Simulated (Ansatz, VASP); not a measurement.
# One calculation of Ti, two programs

```
CELL_PARAMETERS angstrom
1.88887 -4.90906 0.00000
1.88887 4.90906 0.00000
0.00000 0.00000 4.02952
ATOMIC_POSITIONS crystal
Ti 0.15027 0.84973 0.00000
Ti 0.65027 0.34973 0.50000
Ti 0.84973 0.15027 0.00000
Ti 0.34973 0.65027 0.50000
```

Alike in both runs: functional PBE; k mesh 4 × 4 × 4; occupations gaussian, width 0.1 eV; no spin polarisation.

Ansatz relaxed the structure, and its values are those at the end. VASP's run is a single point on that final structure, the one shown.

|  | VASP | Ansatz |
| --- | --- | --- |
| version | VASP 6.6.1 | Ansatz 0.2.0 |
| potentials or method | VASP PAW PBE potentials, release 64 (Ti_sv), cutoff 520 eV | scalar-relativistic, plane waves, PAW |
| valence electrons in the cell | 48 | 48 |

|  | VASP | Ansatz | Ansatz less VASP |
| --- | --- | --- | --- |
| gap on the k mesh at the Fermi level (eV) | none | none | - |
| pressure (GPa) | -0.3 | -0.1 | +0.23 |
| rms of the force components (eV/Å) | 0.009 | 0.016 | +0.0074 |

A gap of «none» marks a metal or a gap that the smearing closes. The functional is the same, so the differences come from potentials, cutoffs and numerics.

The k mesh is coarse, so the values compare programs but aren't converged.
